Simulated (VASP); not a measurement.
Crystal: FeO.

```
Fe O
1.0
     1.51882    0.87689    2.51958
    -1.51882    0.87689    2.51958
     0.00000   -1.75378    2.51958
Fe O
1 1
Direct
  0.00000 0.00000 0.00000
  0.50000 0.50000 0.50000
```

Base run:

- Program: VASP 6.6.1
- Functional: RPBE
- Potentials or basis: VASP PAW PBE potentials, release 64 (Fe, O)
- Cutoff: 520 eV
- k mesh: 10 × 10 × 10
- Occupations: fermi-dirac, width 0.15 eV
- Spin: collinear spin, ferromagnetic start
- Starting moments: [4.5, 0.0] μB

Its results: pressure 4.9 GPa; net moment 3.99 μB per cell; site moments Fe +3.62; O +0.29 μB.

Problem. The run is repeated on the same cell with these changes: functional from RPBE to BLYP; further incar settings from ALGO = Normal; EDIFF = 1e-06; NBANDS = 18 to ALGO = Normal; EDIFF = 1e-07; NBANDS = 18. What comes out?

Solution. Pressure 6.3 GPa; net moment 3.96 μB per cell; site moments Fe +3.57; O +0.31 μB.

Caveats: the cell stands under pressure; the PAW data sets were made with another functional, which shifts forces and pressure a little; a cell with one magnetic atom can't hold antiferromagnetic order, which such compounds often take.
